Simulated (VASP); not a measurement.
# GaSb (I-43m) in VASP: notebook, part 2 of 2

VASP 6.6.1. The steps go on from the part before.

### 4 Relaxation of cell and atoms, PBE

INCAR reads:

```
PREC = Accurate ; ENCUT = 600
EDIFF = 1E-6 ; ISMEAR = 0
SIGMA = 0.1 ; LREAL = F
LASPH = T ; NELM = 60
ALGO = Normal ; ISIF = 3
LWAVE = F ; LCHARG = F
GGA = PE ; IBRION = 2
NSW = 100 ; EDIFFG = -0.01
```

KPOINTS reads:

```
regular mesh
0
Gamma
  6 6 6
```

POSCAR reads:

```
GaSb
1.0
   -4.2724097650      4.2724097650      4.2724097650
    4.2724097650     -4.2724097650      4.2724097650
    4.2724097650      4.2724097650     -4.2724097650
Ga Sb
4 4
Direct
    0.3121342454      0.3121342454      0.3121342454
    0.0000000000      0.0000000000      0.6878657546
    0.0000000000      0.6878657546      0.0000000000
    0.6878657546      0.0000000000      0.0000000000
    0.6719890866      0.6719890866      0.6719890866
    0.0000000000      0.0000000000      0.3280109134
    0.0000000000      0.3280109134      0.0000000000
    0.3280109134      0.0000000000      0.0000000000
```

Potentials or basis: VASP PAW PBE potentials, release 64 (Ga_d, Sb).

Command:

```console
cat potpaw_PBE.64/Ga_d/POTCAR potpaw_PBE.64/Sb/POTCAR > POTCAR
mpirun -np 1 vasp_std > vasp.out
```

OUTCAR:

```text
PREC = Accurate
   ENCUT = 600
   EDIFF = 1E-6
   ISMEAR = 0
   LREAL = F
   LASPH = T
   NELM = 60
   ISIF = 3
   GGA = PE
   IBRION = 2
   NSW = 100
   EDIFFG = -0.01

 ion  position               nearest neighbor table
   1  0.312  0.312  0.312-   5 2.66   7 2.74   8 2.74   6 2.74
   2  0.000  0.000  0.688-   6 2.66   7 2.74   8 2.74   5 2.74
   3  0.000  0.688  0.000-   7 2.66   6 2.74   5 2.74   8 2.74
   4  0.688  0.000  0.000-   8 2.66   6 2.74   5 2.74   7 2.74
   5  0.672  0.672  0.672-   1 2.66   3 2.74   4 2.74   2 2.74
   6  0.000  0.000  0.328-   2 2.66   3 2.74   4 2.74   1 2.74
   7  0.000  0.328  0.000-   3 2.66   2 2.74   1 2.74   4 2.74
   8  0.328  0.000  0.000-   4 2.66   2 2.74   1 2.74   3 2.74

  LATTYP: Found a body centered cubic cell.
 ALAT       =     8.5448195300

  Lattice vectors:

 A1 = (  -4.2724097650,   4.2724097650,   4.2724097650)
 A2 = (   4.2724097650,  -4.2724097650,   4.2724097650)
 A3 = (   4.2724097650,   4.2724097650,  -4.2724097650)

Analysis of symmetry for initial positions (statically):
=====================================================================
 Subroutine PRICEL returns:
 Original cell was already a primitive cell.

 Routine SETGRP: Setting up the symmetry group for a
 body centered cubic supercell.

 Subroutine GETGRP returns: Found 24 space group operations
 (whereof 24 operations were pure point group operations)
 out of a pool of 48 trial point group operations.

The static configuration has the point symmetry T_d .

Analysis of symmetry for dynamics (positions and initial velocities):
=====================================================================
 Subroutine PRICEL returns:
 Original cell was already a primitive cell.

 Routine SETGRP: Setting up the symmetry group for a
 body centered cubic supercell.

 Subroutine GETGRP returns: Found 24 space group operations
 (whereof 24 operations were pure point group operations)
 out of a pool of 48 trial point group operations.

The dynamic configuration has the point symmetry T_d .

 Subroutine INISYM returns: Found 24 space group operations
 (whereof 24 operations are pure point group operations),
 and found     1 'primitive' translations

----------------------------------------------------------------------------------------

                                     Primitive cell

  volume of cell :     311.9455

  direct lattice vectors                    reciprocal lattice vectors
    -4.272409765  4.272409765  4.272409765     0.000000000  0.117029973  0.117029973
     4.272409765 -4.272409765  4.272409765     0.117029973  0.000000000  0.117029973
     4.272409765  4.272409765 -4.272409765     0.117029973  0.117029973  0.000000000

  length of vectors
     7.400030784  7.400030784  7.400030784     0.165505375  0.165505375  0.165505375

  position of ions in fractional coordinates (direct lattice)
     0.312134245  0.312134245  0.312134245
     0.000000000  0.000000000  0.687865755
     0.000000000  0.687865755  0.000000000
     0.687865755  0.000000000  0.000000000
[... 45 lines left out ...]
  0.166667  0.000000  0.000000     12.000000
  0.333333  0.000000  0.000000     12.000000
  0.500000  0.000000  0.000000      6.000000
  0.166667  0.166667  0.000000     24.000000
  0.333333  0.166667 -0.000000     48.000000
[... 8 lines left out ...]
  0.500000  0.500000  0.333333     12.000000
  0.500000  0.500000  0.500000      1.000000
   k-points           NKPTS =     16   k-points in BZ     NKDIM =     16   number of bands    NBANDS=     43
   number of dos      NEDOS =    301   number of ions     NIONS =      8
   total plane-waves  NPLWV = 216000
   dimension x,y,z NGX =    60 NGY =   60 NGZ =   60
   dimension x,y,z NGXF=   120 NGYF=  120 NGZF=  120
   ions per type =               4   4
   NGX,Y,Z   is equivalent  to a cutoff of  13.48, 13.48, 13.48 a.u.
   NGXF,Y,Z  is equivalent  to a cutoff of  26.96, 26.96, 26.96 a.u.
 SYSTEM =  unknown system
   PREC   = accura    normal or accurate (medium, high low for compatibility)
   ISTART =      0    job   : 0-new  1-cont  2-samecut
   ICHARG =      2    charge: 1-file 2-atom 10-const
   ISPIN  =      1    spin polarized calculation?
   LNONCOLLINEAR =      F non collinear calculations
   LSORBIT =      F    spin-orbit coupling
   LASPH  =      T    aspherical Exc in radial PAW
   ENCUT  =  600.0 eV  44.10 Ry    6.64 a.u.  14.78 14.78 14.78*2*pi/ulx,y,z
   NELM   =     60;   NELMIN=  2; NELMDL= -5     # of ELM steps
   EDIFF  = 0.1E-05   stopping-criterion for ELM
   LREAL  =      F    real-space projection
   EDIFFG = -.1E-01   stopping-criterion for IOM
   NSW    =    100    number of steps for IOM
   IBRION =      2    ionic relax: 0-MD 1-quasi-New 2-CG
   NFREE  =      1    steps in history (QN), initial steepest desc. (CG)
   ISIF   =      3    stress and relaxation
   ISYM   =      2    0-nonsym 1-usesym 2-fastsym
   POTIM  = 0.5000    time-step for ionic-motion
   TEBEG  =    0.0;   TEEND  =   0.0 temperature during run
   PSTRESS=    0.0 pullay stress
   NELECT =      72.0000    total number of electrons
   NUPDOWN=      -1.0000    fix difference up-down
   EMIN   =  10.00;   EMAX   =-10.00  energy-range for DOS
   EFERMI =   0.00;   METHOD = LEGACY
   ISMEAR =     0;   SIGMA  =   0.10  broadening in eV -4-tet -1-fermi 0-gaus
   EFERMI_NEDOS =   21; number of points for ismear=-14 and -15
   IALGO  =     38    algorithm
   IMIX   =      4    mixing-type and parameters
     AMIX     =   0.40;   BMIX     =  1.00
     AMIX_MAG =   1.60;   BMIX_MAG =  1.00
  volume/ion in A,a.u.               =      38.99       263.14
  Fermi-wavevector in a.u.,A,eV,Ry     =   1.004214  1.897689 13.720727  1.008445
  Thomas-Fermi vector in A             =   2.136815
   LORBIT       =      0    0 simple, 1 ext, 2 COOP (PROOUT), +10 PAW based schemes
   GGA     = PE    functional components
   LHFCALC =     F    Hartree Fock is set to
   AEXX    =    0.0000 exact exchange contribution
   IVDW    =     0    specifies the selected vdW correction
   LEPSILON=     F    determine dielectric tensor
   LRPA    =     F    only Hartree local field effects (RPA)
 conjugate gradient relaxation of ions
 non-spin polarized calculation
 Gauss-broadening in eV      SIGMA  =   0.10
  energy-cutoff  :      600.00
  volume of cell :      311.95
 maximum number of plane-waves:     10460
   NGX = 29   NGY = 29   NGZ = 29

 number of electron      72.0000002 magnetization

 Free energy of the ion-electron system (eV)
  ---------------------------------------------------
  ext. energy  EPLUGINS =         0.00000000
  ---------------------------------------------------
  free energy    TOTEN  =       -27.74850722 eV

  energy without entropy =      -27.74752895  energy(sigma->0) =      -27.74801808

 E-fermi :   2.2447     XC(G=0):  -7.4128

 val. band max:        2.2018303596   @ k =   0.5000   0.5000   0.5000
 cond. band min:       2.7081897360   @ k =   0.3333   0.1667   0.1667
 fundamental gap:      0.5063593764
 Fermi energy:         2.2446666321

 k-point     1 :       0.0000    0.0000    0.0000
  band No.  band energies     occupation
      1     -12.5921      2.00000
      2     -12.5921      2.00000
      3     -12.5921      2.00000
      4     -12.5783      2.00000
      5     -12.5665      2.00000
      6     -12.5665      2.00000
[... 725 lines left out ...]
     42       5.4557      0.00000
     43       5.4557      0.00000

------------------------ aborting loop because EDIFF is reached ----------------------------------------

  FORCE on cell =-STRESS in cart. coord.  units (eV):
  Direction    XX          YY          ZZ          XY          YZ          ZX
  --------------------------------------------------------------------------------------
  -------------------------------------------------------------------------------------
  Total       -0.0322635     -0.0322635     -0.0322635      0.0000000     -0.0000000     -0.0000000
  in kB       -0.1657079     -0.1657079     -0.1657079      0.0000000     -0.0000000     -0.0000000
  external PRESSURE =      -0.1657079 kB  Pullay stress =       0.0000000 kB

 VOLUME and BASIS-vectors are now :
 -----------------------------------------------------------------------------
  energy-cutoff  :      600.00
  volume of cell :      311.95
      direct lattice vectors                 reciprocal lattice vectors
    -4.272409765  4.272409765  4.272409765     0.000000000  0.117029973  0.117029973
     4.272409765 -4.272409765  4.272409765     0.117029973  0.000000000  0.117029973
     4.272409765  4.272409765 -4.272409765     0.117029973  0.117029973  0.000000000

 POSITION                                       TOTAL-FORCE (eV/Angst)
 -----------------------------------------------------------------------------------
      1.33357      1.33357      1.33357        -0.004628     -0.004628     -0.004628
      2.93884      2.93884     -2.93884         0.004628      0.004628     -0.004628
      2.93884     -2.93884      2.93884         0.004628     -0.004628      0.004628
     -2.93884      2.93884      2.93884        -0.004628      0.004628      0.004628
      2.87101      2.87101      2.87101         0.000135      0.000135      0.000135
      1.40140      1.40140     -1.40140        -0.000135     -0.000135      0.000135
      1.40140     -1.40140      1.40140        -0.000135      0.000135     -0.000135
     -1.40140      1.40140      1.40140         0.000135     -0.000135     -0.000135
 -----------------------------------------------------------------------------------
    total drift:                                0.000001      0.000001      0.000000

  FREE ENERGIE OF THE ION-ELECTRON SYSTEM (eV)
  ---------------------------------------------------
  free  energy   TOTEN  =       -27.7485072192 eV

  energy  without entropy=      -27.7475289471  energy(sigma->0) =      -27.74801808

 reached required accuracy - stopping structural energy minimisation
```

Run time: 9.1 min. Hardware: 1 thread of Intel Xeon 8259CL, shared host; peak memory 0.61 GiB.

Results:

```
Free energy                  : -27.7485 eV
Pressure after relaxing      : 0.0 GPa
Largest force after relaxing : 0.008 eV/Å
Band gap on the k mesh       : zero (bands 36 and 37 overlap by 0.11 eV)
```

Forces on the atoms (eV/Å):
```
Ga  -0.005 -0.005 -0.005
Ga   0.005  0.005 -0.005
Ga   0.005 -0.005  0.005
Ga  -0.005  0.005  0.005
Sb   0.000  0.000  0.000
Sb   0.000  0.000  0.000
Sb   0.000  0.000  0.000
Sb   0.000  0.000  0.000
```

Final structure:
```
Ga Sb
1.0
    -4.27241    4.27241    4.27241
     4.27241   -4.27241    4.27241
     4.27241    4.27241   -4.27241
Ga Sb
4 4
Direct
  0.31213 0.31213 0.31213
  0.00000 0.00000 0.68787
  0.00000 0.68787 0.00000
  0.68787 0.00000 0.00000
  0.67199 0.67199 0.67199
  0.00000 0.00000 0.32801
  0.00000 0.32801 0.00000
  0.32801 0.00000 0.00000
```

Levels at points of the mesh, in eV from the Fermi level:
```csv
k point,band 33,band 34,band 35,band 36,band 37,band 38,band 39,band 40
"(0.00, 0.00, 0.00)",-1.82,-0.48,-0.15,-0.15,-0.15,1.40,1.40,1.40
"(0.50, 0.00, 0.00)",-1.53,-0.99,-0.73,-0.59,1.22,1.45,1.96,2.15
"(0.50, 0.50, 0.50)",-2.38,-0.04,-0.04,-0.04,0.90,1.75,1.75,1.75
```

Caveat: the relaxation stopped at its first step, so nothing moved; semilocal functionals underestimate gaps, and a narrow one can read as zero; spin-orbit coupling is left out, which moves the levels of the heavy elements.

### 5 Overview

| task | cell | k mesh | cutoff (eV) | gap on the mesh (eV) | pressure (GPa) | largest force (eV/Å) |
| --- | --- | --- | --- | --- | --- | --- |
| single point | a = 7.395 Å, angles 109.5°, 8 atoms, atomic positions A | 6 × 6 × 6 | 520 | none | 0.1 | - |
| relaxation of cell and atoms | relaxed from a = 7.083 Å, angles 109.5°, 8 atoms, atomic positions B | 4 × 4 × 4 | 600 | none | 0.0 | 0.04 |
| relaxation of cell and atoms | relaxed from a = 7.400 Å, angles 109.5°, 8 atoms, atomic positions C | 6 × 6 × 6 | 600 | none | 0.0 | 0.01 |

Alike in all rows: level PBE; potentials or basis VASP PAW PBE potentials, release 64 (Ga_d, Sb); no spin polarisation; smearing gaussian 0.1 eV.

Caveats: semilocal functionals underestimate gaps, and a narrow one can read as zero; spin-orbit coupling is left out, which moves the levels of the heavy elements; the relaxation stopped at its first step, so nothing moved (at least some runs).

Absolute energies hang on the potentials; compare differences alone.

The gap in the log of VASP goes by the Fermi energy; the results here count the filled bands.